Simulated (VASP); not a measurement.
# Li2S (Fm-3m) in VASP: notebook

Li2S is run at these levels: r2SCAN+rVV10; tasks: single point.

Program: VASP 6.6.1. These are calculated values, not measurements. Logs are shortened: lines on timing, memory, paths and dates and some standing lists are left out, and cuts for length are marked.

### 1 The cell of the first run

Symmetry: Fm-3m, No. 225, cubic system. The conventional cell has a = 5.698 Å, b = 5.698 Å, c = 5.698 Å, α = 90.00°, β = 90.00°, γ = 90.00°. Li (site symmetry -43m) has 4 S at 2.47 Å and 6 Li at 2.85 Å within 3.3 Å. Within 3.3 Å of S (site symmetry m-3m) lie 8 Li at 2.47 Å.

### 2 Single point, r2SCAN+rVV10

The input, POSCAR:

```
Li2S
1.0
    0.0000000000      2.8490263000      2.8490263000
    2.8490263000      0.0000000000      2.8490263000
    2.8490263000      2.8490263000      0.0000000000
Li S
2 1
Direct
    0.2500000000      0.2500000000      0.2500000000
    0.7500000000      0.7500000000      0.7500000000
    0.0000000000      0.0000000000      0.0000000000
```

The input, INCAR.step1:

```
SYSTEM = Li2S
ALGO = Normal ; EDIFF = 1E-5
ENCUT = 830 ; GGA = PE
GGA_COMPAT = .False. ; ISMEAR = 0
LASPH = .True. ; LCHARG = .False.
LREAL = .False. ; LWAVE = .True.
NBANDS = 13 ; NELM = 120
PREC = Accurate ; SIGMA = 0.05
```

The input, INCAR.step2:

```
SYSTEM = Li2S
ALGO = Normal ; BPARAM = 11.95
CPARAM = 0.0093 ; EDIFF = 1E-6
ENCUT = 830 ; GGA_COMPAT = .False.
ISIF = 2 ; ISMEAR = 0
ISTART = 1 ; IVDW_NL = 2
LASPH = .True. ; LCHARG = .False.
LMIXTAU = .True. ; LREAL = .False.
LUSE_VDW = .True. ; LWAVE = .False.
METAGGA = R2SCAN ; NBANDS = 13
NELM = 120 ; PREC = Accurate
SIGMA = 0.05
```

The input, KPOINTS:

```
k-points
0
Gamma
  8 8 8
  0 0 0
```

Potentials or basis: VASP PAW PBE potentials, release 64 (Li_sv, S).

Launch:

```sh
cat potpaw_PBE.64/Li_sv/POTCAR potpaw_PBE.64/S/POTCAR > POTCAR
cp INCAR.step1 INCAR
mpirun -np 1 vasp_std > vasp.out
cp INCAR.step2 INCAR
mpirun -np 1 vasp_std > vasp.out
```

OUTCAR:

```text
SYSTEM = Li2S
   BPARAM = 11.95
   EDIFF = 1E-6
   ENCUT = 830
   ISIF = 2
   ISMEAR = 0
   ISTART = 1
   IVDW_NL = 2
   LASPH = .True.
   LREAL = .False.
   METAGGA = R2SCAN
   NELM = 120
   PREC = Accurate

 ion  position               nearest neighbor table
   1  0.250  0.250  0.250-   3 2.47   3 2.47   3 2.47   3 2.47
   2  0.750  0.750  0.750-   3 2.47   3 2.47   3 2.47   3 2.47
   3  0.000  0.000  0.000-   2 2.47   2 2.47   2 2.47   1 2.47   1 2.47   1 2.47   2 2.47   1 2.47

  LATTYP: Found a face centered cubic cell.
 ALAT       =     5.6980526000

  Lattice vectors:

 A1 = (   0.0000000000,   2.8490263000,   2.8490263000)
 A2 = (   2.8490263000,   0.0000000000,   2.8490263000)
 A3 = (   2.8490263000,   2.8490263000,   0.0000000000)

Analysis of symmetry for initial positions (statically):
=====================================================================
 Subroutine PRICEL returns:
 Original cell was already a primitive cell.

 Routine SETGRP: Setting up the symmetry group for a
 face centered cubic supercell.

 Subroutine GETGRP returns: Found 48 space group operations
 (whereof 48 operations were pure point group operations)
 out of a pool of 48 trial point group operations.

The static configuration has the point symmetry O_h .

Analysis of symmetry for dynamics (positions and initial velocities):
=====================================================================
 Subroutine PRICEL returns:
 Original cell was already a primitive cell.

 Routine SETGRP: Setting up the symmetry group for a
 face centered cubic supercell.

 Subroutine GETGRP returns: Found 48 space group operations
 (whereof 48 operations were pure point group operations)
 out of a pool of 48 trial point group operations.

The dynamic configuration has the point symmetry O_h .

 Subroutine INISYM returns: Found 48 space group operations
 (whereof 48 operations are pure point group operations),
 and found     1 'primitive' translations

----------------------------------------------------------------------------------------

                                     Primitive cell

  volume of cell :      46.2508

  direct lattice vectors                    reciprocal lattice vectors
     0.000000000  2.849026300  2.849026300    -0.175498555  0.175498555  0.175498555
     2.849026300  0.000000000  2.849026300     0.175498555 -0.175498555  0.175498555
     2.849026300  2.849026300  0.000000000     0.175498555  0.175498555 -0.175498555

  length of vectors
     4.029131633  4.029131633  4.029131633     0.303972415  0.303972415  0.303972415

  position of ions in fractional coordinates (direct lattice)
     0.250000000  0.250000000  0.250000000
     0.750000000  0.750000000  0.750000000
     0.000000000  0.000000000  0.000000000

  ion indices of the primitive-cell ions
   primitive index   ion index
                 1           1
                 2           2
                 3           3

----------------------------------------------------------------------------------------

 KPOINTS: k-points

Automatic generation of k-mesh.
 Grid dimensions read from file:
 generate k-points for:    8    8    8

 Generating k-lattice:

  Cartesian coordinates                     Fractional coordinates (reciprocal lattice)
    -0.021937319  0.021937319  0.021937319     0.125000000  0.000000000  0.000000000
     0.021937319 -0.021937319  0.021937319     0.000000000  0.125000000  0.000000000
     0.021937319  0.021937319 -0.021937319     0.000000000  0.000000000  0.125000000

  Length of vectors
     0.037996552  0.037996552  0.037996552

  Shift w.r.t. Gamma in fractional coordinates (k-lattice)
     0.000000000  0.000000000  0.000000000

 Subroutine IBZKPT returns following result:
 ===========================================

 Found     29 irreducible k-points:

 Following reciprocal coordinates:
            Coordinates               Weight
  0.000000  0.000000  0.000000      1.000000
  0.125000  0.000000  0.000000      8.000000
  0.250000  0.000000  0.000000      8.000000
  0.375000  0.000000  0.000000      8.000000
  0.500000  0.000000  0.000000      4.000000
  0.125000  0.125000  0.000000      6.000000
[... 16 lines left out ...]
  0.500000  0.250000  0.125000     48.000000
 -0.375000  0.250000  0.125000     24.000000
 [... further k-points ...]
   k-points           NKPTS =     29   k-points in BZ     NKDIM =     29   number of bands    NBANDS=     13
   number of dos      NEDOS =    301   number of ions     NIONS =      3
   total plane-waves  NPLWV =  64000
   dimension x,y,z NGX =    40 NGY =   40 NGZ =   40
   dimension x,y,z NGXF=    80 NGYF=   80 NGZF=   80
   ions per type =               2   1
   NGX,Y,Z   is equivalent  to a cutoff of  16.50, 16.50, 16.50 a.u.
   NGXF,Y,Z  is equivalent  to a cutoff of  33.01, 33.01, 33.01 a.u.
 SYSTEM =  Li2S
   PREC   = accura    normal or accurate (medium, high low for compatibility)
   ISTART =      1    job   : 0-new  1-cont  2-samecut
   ICHARG =      0    charge: 1-file 2-atom 10-const
   ISPIN  =      1    spin polarized calculation?
   LNONCOLLINEAR =      F non collinear calculations
   LSORBIT =      F    spin-orbit coupling
   LASPH  =      T    aspherical Exc in radial PAW
   ENCUT  =  830.0 eV  61.00 Ry    7.81 a.u.   9.46  9.46  9.46*2*pi/ulx,y,z
   NELM   =    120;   NELMIN=  2; NELMDL=  0     # of ELM steps
   EDIFF  = 0.1E-05   stopping-criterion for ELM
   LREAL  =      F    real-space projection
   EDIFFG = 0.1E-04   stopping-criterion for IOM
   NSW    =      0    number of steps for IOM
   IBRION =     -1    ionic relax: 0-MD 1-quasi-New 2-CG
   NFREE  =      0    steps in history (QN), initial steepest desc. (CG)
   ISIF   =      2    stress and relaxation
   ISYM   =      2    0-nonsym 1-usesym 2-fastsym
   POTIM  = 0.5000    time-step for ionic-motion
   TEBEG  =    0.0;   TEEND  =   0.0 temperature during run
   PSTRESS=    0.0 pullay stress
   NELECT =      12.0000    total number of electrons
   NUPDOWN=      -1.0000    fix difference up-down
   EMIN   =  10.00;   EMAX   =-10.00  energy-range for DOS
   EFERMI =   0.00;   METHOD = LEGACY
   ISMEAR =     0;   SIGMA  =   0.05  broadening in eV -4-tet -1-fermi 0-gaus
   EFERMI_NEDOS =   21; number of points for ismear=-14 and -15
   IALGO  =     38    algorithm
   IMIX   =      4    mixing-type and parameters
     AMIX     =   0.40;   BMIX     =  1.00
     AMIX_MAG =   1.60;   BMIX_MAG =  1.00
  volume/ion in A,a.u.               =      15.42       104.04
  Fermi-wavevector in a.u.,A,eV,Ry     =   1.044148  1.973154 14.833689  1.090245
  Thomas-Fermi vector in A             =   2.178888
   LORBIT       =      0    0 simple, 1 ext, 2 COOP (PROOUT), +10 PAW based schemes
   METAGGA = R2SCAN    functional components
   LHFCALC =     F    Hartree Fock is set to
   AEXX    =    0.0000 exact exchange contribution
   IVDW_NL    =     2    kernel type
   BPARAM     =11.9500
   IVDW    =     0    specifies the selected vdW correction
   LEPSILON=     F    determine dielectric tensor
   LRPA    =     F    only Hartree local field effects (RPA)
 non-spin polarized calculation
 Gauss-broadening in eV      SIGMA  =   0.05
  energy-cutoff  :      830.00
  volume of cell :       46.25
 maximum number of plane-waves:      2565
 NGX is ok and might be reduce to    40
   NGX = 19   NGY = 19   NGZ = 19

 number of electron      12.0000003 magnetization

 Free energy of the ion-electron system (eV)
  ---------------------------------------------------
  ext. energy  EPLUGINS =         0.00000000
  ---------------------------------------------------
  free energy    TOTEN  =       -17.06167361 eV

  energy without entropy =      -17.06167361  energy(sigma->0) =      -17.06167361

 E-fermi :   1.4725     XC(G=0):  -8.9551

 val. band max:        1.1826359707   @ k =   0.0000   0.0000   0.0000
 cond. band min:       4.9733369350   @ k =   0.5000   0.5000   0.0000
 fundamental gap:      3.7907009644
 Fermi energy:         1.4724988981

 k-point     1 :       0.0000    0.0000    0.0000
  band No.  band energies     occupation
      1     -44.3772      2.00000
      2     -44.3359      2.00000
      3     -10.2987      2.00000
      4       1.1826      2.00000
      5       1.1826      2.00000
      6       1.1826      2.00000
      7       6.1405      0.00000
      8       8.0619      0.00000
      9       8.0619      0.00000
     10       8.0619      0.00000
     11      12.9203      0.00000
     12      12.9203      0.00000
     13      14.5412      0.00000

 k-point     2 :       0.1250    0.0000    0.0000
  band No.  band energies     occupation
      1     -44.3754      2.00000
      2     -44.3374      2.00000
      3     -10.2408      2.00000
      4       0.5986      2.00000
      5       1.0953      2.00000
      6       1.0953      2.00000
      7       6.5640      0.00000
      8       8.3054      0.00000
      9       8.3054      0.00000
     10       8.4309      0.00000
     11      12.0114      0.00000
     12      12.0114      0.00000
     13      14.6841      0.00000

 k-point     3 :       0.2500    0.0000    0.0000
  band No.  band energies     occupation
      1     -44.3707      2.00000
      2     -44.3415      2.00000
      3     -10.0924      2.00000
      4      -0.4989      2.00000
      5       0.9047      2.00000
      6       0.9047      2.00000
      7       7.2601      0.00000
      8       8.6184      0.00000
      9       8.6184      0.00000
     10       9.2980      0.00000
     11      11.6782      0.00000
     12      11.6782      0.00000
     13      15.1328      0.00000

 k-point     4 :       0.3750    0.0000    0.0000
  band No.  band energies     occupation
      1     -44.3637      2.00000
      2     -44.3479      2.00000
      3      -9.9297      2.00000
      4      -1.3825      2.00000
      5       0.7368      2.00000
      6       0.7368      2.00000
      7       7.8435      0.00000
      8       8.4718      0.00000
      9       8.4718      0.00000
     10       9.9944      0.00000
     11      12.8625      0.00000
     12      12.8626      0.00000
     13      15.7484      0.00000

 k-point     5 :       0.5000    0.0000    0.0000
  band No.  band energies     occupation
      1     -44.3557      2.00000
      2     -44.3556      2.00000
      3      -9.8573      2.00000
      4      -1.7137      2.00000
      5       0.6726      2.00000
      6       0.6726      2.00000
      7       8.0969      0.00000
      8       8.3382      0.00000
      9       8.3382      0.00000
     10      10.2152      0.00000
     11      14.8875      0.00000
     12      14.9015      0.00000
     13      15.1193      0.00000
[... 257 lines left out ...]
 k-point    22 :       0.3750    0.2500    0.1250
  band No.  band energies     occupation
      1     -44.3676      2.00000
      2     -44.3442      2.00000
      3      -9.9805      2.00000
      4      -0.6236      2.00000
      5       0.1899      2.00000
      6       0.6662      2.00000
      7       7.1850      0.00000
      8       8.8927      0.00000
      9       9.0251      0.00000
     10      10.0354      0.00000
     11      10.9323      0.00000
     12      14.1390      0.00000
     13      16.6852      0.00000

 k-point    23 :       0.5000    0.2500    0.1250
  band No.  band energies     occupation
      1     -44.3620      2.00000
      2     -44.3493      2.00000
      3      -9.8472      2.00000
      4      -1.1718      2.00000
      5      -0.0409      2.00000
      6       0.4253      2.00000
      7       7.4155      0.00000
      8       8.6744      0.00000
      9       9.9280      0.00000
     10      10.3462      0.00000
     11      11.9553      0.00000
     12      14.5321      0.00000
     13      15.7766      0.00000

 k-point    24 :      -0.3750    0.2500    0.1250
  band No.  band energies     occupation
      1     -44.3555      2.00000
      2     -44.3555      2.00000
      3      -9.7888      2.00000
      4      -1.4100      2.00000
      5      -0.0583      2.00000
      6       0.2751      2.00000
      7       7.5219      0.00000
      8       8.5582      0.00000
      9      10.2750      0.00000
     10      10.9287      0.00000
     11      12.3817      0.00000
     12      13.7765      0.00000
     13      15.4289      0.00000

 [... further k-points ...]
[... 5 lines left out ...]
  --------------------------------------------------------------------------------------
  -------------------------------------------------------------------------------------
  Total       -0.2235847     -0.2235847     -0.2235847      0.0000000      0.0000000      0.0000000
  in kB       -7.7452114     -7.7452114     -7.7452114      0.0000000      0.0000000      0.0000000
  external PRESSURE =      -7.7452114 kB  Pullay stress =       0.0000000 kB

 VOLUME and BASIS-vectors are now :
 -----------------------------------------------------------------------------
  energy-cutoff  :      830.00
  volume of cell :       46.25
      direct lattice vectors                 reciprocal lattice vectors
     0.000000000  2.849026300  2.849026300    -0.175498555  0.175498555  0.175498555
     2.849026300  0.000000000  2.849026300     0.175498555 -0.175498555  0.175498555
     2.849026300  2.849026300  0.000000000     0.175498555  0.175498555 -0.175498555

 POSITION                                       TOTAL-FORCE (eV/Angst)
 -----------------------------------------------------------------------------------
      1.42451      1.42451      1.42451        -0.000000     -0.000000      0.000000
      4.27354      4.27354      4.27354         0.000000      0.000000     -0.000000
      0.00000      0.00000      0.00000        -0.000000     -0.000000     -0.000000
 -----------------------------------------------------------------------------------
    total drift:                                0.000000     -0.000000      0.000000

  FREE ENERGIE OF THE ION-ELECTRON SYSTEM (eV)
  ---------------------------------------------------
  free  energy   TOTEN  =       -17.0616736095 eV

  energy  without entropy=      -17.0616736095  energy(sigma->0) =      -17.06167361
```

Wall time 2.1 min (1 thread of Intel Xeon 6975P-C (Granite Rapids), shared host); peak memory 0.49 GiB.

What came out:

```yaml
Free_energy: -17.0617 eV
Pressure: -0.8 GPa
Band_gap_on_the_k_mesh: 3.79 eV, indirect (least direct gap 4.96 eV)
```

Caveat: the PAW data sets were made with another functional, which shifts forces and pressure a little. r2SCAN opens gaps a little over a GGA but as a rule still falls short of measured ones.

[end of part 1 of 2]
